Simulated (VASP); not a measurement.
# Pb (Fm-3m) in VASP: further runs, part 2 of 2

VASP 6.6.1. The steps go on from the part before.

## 4. Single point, RPBE+D3(BJ)

This run uses another cell than the first one, of 22.91 Å³/atom, 0.756 times its volume.

Input file INCAR:

```
SYSTEM = Pb
ALGO     = Normal         ! electronic algorithm
EDIFF    = 1E-6           ! SCF threshold, eV
ENCUT    = 500            ! plane-wave cutoff, eV
GGA      = RP             ! functional
GGA_COMPAT= .False.      
ISIF     = 2              ! what is computed and relaxed
ISMEAR   = -1             ! smearing method
IVDW     = 12             ! dispersion correction
LASPH    = .True.         ! aspherical terms in the spheres
LCHARG   = .True.         ! write CHGCAR
LELF     = .True.         ! ELF
LREAL    = .False.        ! projectors in reciprocal space
LVHAR    = .True.       
LWAVE    = .False.        ! write WAVECAR
NBANDS   = 13             ! bands
NELM     = 120            ! most SCF steps
PREC     = Accurate       ! precision mode
SIGMA    = 0.05           ! smearing width, eV
```

Input file KPOINTS:

```
k-points
0
Gamma
  9 9 9
  0 0 0
```

Input file POSCAR:

```
Pb
1.0
    0.0000000000      2.2542247219      2.2542247219
    2.2542247219      0.0000000000      2.2542247219
    2.2542247219      2.2542247219      0.0000000000
Pb
1
Direct
    0.0000000000      0.0000000000      0.0000000000
```

Potentials or basis: VASP PAW PBE potentials, release 64 (Pb_d).

Launch:

```
cat potpaw_PBE.64/Pb_d/POTCAR > POTCAR
mpirun -np 1 vasp_std > vasp.out
```

OUTCAR:

```text
SYSTEM = Pb
   EDIFF = 1E-6
   ENCUT = 500
   GGA = RP
   ISIF = 2
   ISMEAR = -1
   IVDW = 12
   LASPH = .True.
   LREAL = .False.
   NELM = 120
   PREC = Accurate
 IVDW          = 12

 ion  position               nearest neighbor table
   1  0.000  0.000  0.000-

  LATTYP: Found a face centered cubic cell.
 ALAT       =     4.5084494438

  Lattice vectors:

 A1 = (   0.0000000000,   2.2542247219,   2.2542247219)
 A2 = (   2.2542247219,   0.0000000000,   2.2542247219)
 A3 = (   2.2542247219,   2.2542247219,   0.0000000000)

Analysis of symmetry for initial positions (statically):
[... 5 lines left out ...]
 face centered cubic supercell.

 Subroutine GETGRP returns: Found 48 space group operations
 (whereof 48 operations were pure point group operations)
 out of a pool of 48 trial point group operations.

The static configuration has the point symmetry O_h .

Analysis of symmetry for dynamics (positions and initial velocities):
[... 5 lines left out ...]
 face centered cubic supercell.

 Subroutine GETGRP returns: Found 48 space group operations
 (whereof 48 operations were pure point group operations)
 out of a pool of 48 trial point group operations.

The dynamic configuration has the point symmetry O_h .
[... 153 lines left out ...]
      1      -6.4872      2.00000
      2      -6.4872      2.00000
      3      -6.4872      2.00000
      4      -6.1716      2.00000
      5      -6.1716      2.00000
      6      -2.9910      2.00000
      7      20.7255      0.00000
      8      20.7798      0.00000
      9      20.7798      0.00000
     10      20.7798      0.00000
     11      25.8519      0.00000
     12      25.8555      0.00000
     13      25.8555      0.00000
[... 354 lines left out ...]
  band No.  band energies     occupation
      1      -6.8664      2.00000
      2      -6.7096      2.00000
      3      -5.9143      2.00000
      4      -5.8351      2.00000
      5      -5.8351      2.00000
      6       3.6936      2.00000
      7       7.7506      2.00000
      8      13.5008      0.00000
      9      13.5008      0.00000
     10      17.4985      0.00000
     11      18.7593      0.00000
     12      30.8288      0.00000
     13      34.1511      0.00000

 [... further k-points ...]

------------------------ aborting loop because EDIFF is reached ----------------------------------------

 Edisp (eV)   -3.65455

 E8    (eV) :    -2.6826

  FORCE on cell =-STRESS in cart. coord.  units (eV):
  Direction    XX          YY          ZZ          XY          YZ          ZX
  --------------------------------------------------------------------------------------
  -------------------------------------------------------------------------------------
  Total      -0.02025    -0.02025    -0.02025     0.00000    -0.00000    -0.00000
  in kB      -1.41635    -1.41635    -1.41635     0.00000    -0.00000    -0.00000
  external pressure =       -1.42 kB  Pullay stress =        0.00 kB

 VOLUME and BASIS-vectors are now :
 -----------------------------------------------------------------------------
  energy-cutoff  :      500.00
  volume of cell :       22.91
      direct lattice vectors                 reciprocal lattice vectors
     0.000000000  2.254224722  2.254224722    -0.221805748  0.221805748  0.221805748
     2.254224722  0.000000000  2.254224722     0.221805748 -0.221805748  0.221805748
     2.254224722  2.254224722  0.000000000     0.221805748  0.221805748 -0.221805748

 POSITION                                       TOTAL-FORCE (eV/Angst)
 -----------------------------------------------------------------------------------
      0.00000      0.00000      0.00000         0.000000      0.000000      0.000000
 -----------------------------------------------------------------------------------
    total drift:                               -0.000000      0.000000      0.000000

  FREE ENERGIE OF THE ION-ELECTRON SYSTEM (eV)
  ---------------------------------------------------
  free  energy   TOTEN  =        -6.1327645890 eV

  energy  without entropy=       -6.1291905427  energy(sigma->0) =       -6.13097757
```

OSZICAR:

```text
N       E                     dE             d eps       ncg     rms          rms(c)
DAV:   1     0.107533913174E+03    0.10753E+03   -0.70776E+03   930   0.137E+03
DAV:   2     0.221493842684E+01   -0.10532E+03   -0.10148E+03   950   0.321E+02
DAV:   3    -0.240522358420E+01   -0.46202E+01   -0.45973E+01  1163   0.732E+01
DAV:   4    -0.249977766722E+01   -0.94554E-01   -0.94530E-01  1070   0.104E+01
DAV:   5    -0.250390485986E+01   -0.41272E-02   -0.41269E-02  1306   0.208E+00    0.888E-01
DAV:   6    -0.248557289091E+01    0.18332E-01   -0.14308E-02  1184   0.249E+00    0.447E-01
DAV:   7    -0.247862904618E+01    0.69438E-02   -0.75693E-03  1298   0.169E+00    0.949E-02
DAV:   8    -0.247822614748E+01    0.40290E-03   -0.61873E-04  1228   0.399E-01    0.111E-02
DAV:   9    -0.247821587447E+01    0.10273E-04   -0.12259E-05  1248   0.648E-02    0.719E-03
DAV:  10    -0.247820993536E+01    0.59391E-05   -0.13930E-06   806   0.200E-02    0.409E-04
DAV:  11    -0.247820998034E+01   -0.44973E-07   -0.26146E-07   660   0.858E-03
   1 F= -.61327646E+01 E0= -.61309776E+01  d E =-.357405E-02
```

It took 11 s on 1 thread of Intel Xeon Platinum 8259CL at 2.50GHz (Skylake/Cascade Lake), shared host; peak memory 0.15 GiB.

Results:

- Free energy: -6.1328 eV
- Pressure: -0.1 GPa
- Band gap on the k mesh: zero (band 7 reaches 20.73 eV, above the bottom of band 8 at 8.85 eV)
- Dispersion energy per atom: -3.655 eV

Levels at points of the mesh, in eV from the Fermi level:
```tsv
k point	band 5	band 6	band 7	band 8	band 9	band 10
(0.00, 0.00, 0.00)	-17.18	-14.00	9.72	9.77	9.77	9.77
```

Caveat: the PAW data sets were made with another functional, which shifts forces and pressure a little; spin-orbit coupling is left out, which moves the levels of the heavy elements; pairwise dispersion overbinds metals, which lowers pressure and volume.

## 5. Overview

```csv
task,level,cell,cutoff (eV),gap on the mesh (eV),pressure (GPa),relaxed volume (Å³/atom)
relaxation of cell and atoms,RPBE+D4,"relaxed from a = 3.500 Å, angles 60.0°, 1 atom",600,none,0.0,30.51
relaxation of cell and atoms,BLYP,"relaxed from a = 3.500 Å, angles 60.0°, 1 atom",600,none,0.0,34.63
single point,RPBE+D3(BJ),"a = 3.188 Å, angles 60.0°, 1 atom",500,none,-0.1,-
```

Alike in all rows: potentials or basis VASP PAW PBE potentials, release 64 (Pb_d); no spin polarisation; k mesh 9 × 9 × 9; smearing fermi-dirac 0.05 eV.

Caveats: the PAW data sets were made with another functional, which shifts forces and pressure a little; spin-orbit coupling is left out, which moves the levels of the heavy elements; pairwise dispersion overbinds metals, which lowers pressure and volume (some runs); the volume moved by +14 % from the deposited cell, more than functionals usually miss (some runs).

Total energies depend on the potentials used, so only differences within one code and one set of settings carry meaning.

## 6. Comparison with measurements

Step 2. The cell as given is a measured one (30.32 Å³/atom); RPBE+D4 puts the equilibrium volume +0.6 % from it, thermal expansion not counted.

Step 3. The cell as given is a measured one (30.32 Å³/atom); BLYP puts the equilibrium volume +14.2 % from it, thermal expansion not counted.
